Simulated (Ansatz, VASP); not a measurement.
# Ti2AlN3: VASP beside Ansatz

```
Ti Al N
1.0
     2.96061    0.00000    0.00000
    -1.48030    2.56396    0.00000
     0.00000    0.00000    7.31306
Ti Al N
2 1 3
Direct
  0.33333 0.66667 0.16127
  0.66667 0.33333 0.83873
  0.00000 0.00000 0.50000
  0.66667 0.33333 0.34434
  0.33333 0.66667 0.65566
  0.00000 0.00000 0.00000
```

Alike in both runs: functional PBE; k mesh 12 × 12 × 6; occupations gaussian, width 0.1 eV; no spin polarisation.

Ansatz relaxed the structure, and its values are those at the end. VASP's run is a single point on that final structure, the one shown.

|  | VASP | Ansatz |
| --- | --- | --- |
| version | VASP 6.6.1 | Ansatz 0.2.0 |
| potentials or method | VASP PAW PBE potentials, release 64 (Ti_sv, Al, N), cutoff 520 eV | scalar-relativistic, plane waves, PAW |
| valence electrons in the cell | 42 | 42 |

Ansatz gave:

* gap on the k mesh at the Fermi level (eV): none
* pressure (GPa): 0.0
* rms of the force components (eV/Å): 0.000

Question: What did VASP give for the same quantities?

Answer: gap on the k mesh at the Fermi level (eV): none; pressure (GPa): 0.2; rms of the force components (eV/Å): 0.011.

A gap of «none» marks a metal or a gap that the smearing closes. The functional is the same, so the differences come from potentials, cutoffs and numerics.
